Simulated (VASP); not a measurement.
Here is a VASP 6.6.1 calculation.

The input INCAR:

```
SYSTEM = NaCl
PREC = Accurate
ENCUT = 500
EDIFF = 1E-7
ISMEAR = 0
SIGMA = 0.02
LREAL = .FALSE.
LASPH = .TRUE.
NELM = 120
ALGO = Normal
ISIF = 3
LWAVE = .FALSE.
LCHARG = .FALSE.
GGA = PE
IBRION = 2
NSW = 65
EDIFFG = -0.01
GGA_COMPAT = .FALSE.
NELMIN = 4
```

KPOINTS

```
regular mesh
0
G
  9 9 3
  0 0 0
```

Contents of POSCAR:

```
NaCl
1.0
    4.0267341621      0.0000000000      0.0000000000
   -2.0133670810      3.4872540787      0.0000000000
    0.0000000000      0.0000000000     13.1512689739
Na Cl
4 4
Direct
    0.0000000000      0.0000000000      0.0000000000
    0.3333333333      0.6666666667      0.2500000000
    0.0000000000      0.0000000000      0.5000000000
    0.6666666667      0.3333333333      0.7500000000
    0.6666666667      0.3333333333      0.1250000000
    0.6666666667      0.3333333333      0.3750000000
    0.3333333333      0.6666666667      0.6250000000
    0.3333333333      0.6666666667      0.8750000000
```

Potentials or basis: VASP PAW PBE potentials, release 64 (Na_pv, Cl).

Command:

```bash
$ cat potpaw_PBE.64/Na_pv/POTCAR potpaw_PBE.64/Cl/POTCAR > POTCAR
$ mpirun -np 1 vasp_std > vasp.out
```

Problem. Estimate the band gap on the k mesh.

Solution. 4.74 eV (least direct gap 4.76 eV).

Problem. What does it give for the relaxed volume?

Solution. 23.34 Å³/atom.

Problem. What does it give for the relaxed cell?

Solution. a = 3.969 Å, b = 3.969 Å, c = 13.684 Å, α = 90.00°, β = 90.00°, γ = 120.00°.

Final structure:
```
CELL_PARAMETERS angstrom
3.96902 0.00000 0.00000
-1.98451 3.43727 0.00000
0.00000 0.00000 13.68430
ATOMIC_POSITIONS crystal
Na 0.00000 0.00000 0.00000
Na 0.33333 0.66667 0.25000
Na 0.00000 0.00000 0.50000
Na 0.66667 0.33333 0.75000
Cl 0.66667 0.33333 0.12132
Cl 0.66667 0.33333 0.37868
Cl 0.33333 0.66667 0.62132
Cl 0.33333 0.66667 0.87868
```

A k mesh can miss the band edges.
